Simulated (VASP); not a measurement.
Here is a VASP 6.6.1 calculation.

Contents of INCAR:

```
SYSTEM = Si2Ni
PREC     = Accurate       ! precision mode
ENCUT    = 600            ! plane-wave cutoff, eV
EDIFF    = 1E-6           ! SCF threshold, eV
ISMEAR   = 0              ! smearing method
SIGMA    = 0.1            ! smearing width, eV
LREAL    = .False.        ! projectors in reciprocal space
LASPH    = .True.         ! aspherical terms in the spheres
NELM     = 120            ! most SCF steps
ALGO     = Normal         ! electronic algorithm
ISIF     = 2              ! what is computed and relaxed
LWAVE    = .False.        ! write WAVECAR
LCHARG   = .True.         ! write CHGCAR
GGA      = PE             ! functional
LELF     = .True.         ! ELF
LVHAR    = .True.       
NBANDS   = 16             ! bands
GGA_COMPAT= .False.
```

The input KPOINTS:

```
Automatic mesh
0
Gamma
  14 14 14
  0 0 0
```

File POSCAR:

```
Si2Ni
1.0
    0.0000000000      2.7232308611      2.7232308611
    2.7232308611      0.0000000000      2.7232308611
    2.7232308611      2.7232308611      0.0000000000
Ni Si
1 2
Direct
    0.0000000000      0.0000000000      0.0000000000
    0.2500000000      0.2500000000      0.2500000000
    0.7500000000      0.7500000000      0.7500000000
```

Potentials or basis: VASP PAW PBE potentials, release 64 (Ni, Si).

Command:

```console
$ cat potpaw_PBE.64/Ni/POTCAR potpaw_PBE.64/Si/POTCAR > POTCAR
$ mpirun -np 1 vasp_std > vasp.out
```

Task: Estimate the pressure.

Result: -0.1 GPa.

Task: Predict the band gap on the k mesh.

Result: Zero (band 9 reaches 11.80 eV, above the bottom of band 10 at 9.66 eV).

Spin polarisation is off, so any magnetic state and its effect on volume and gap are missing.
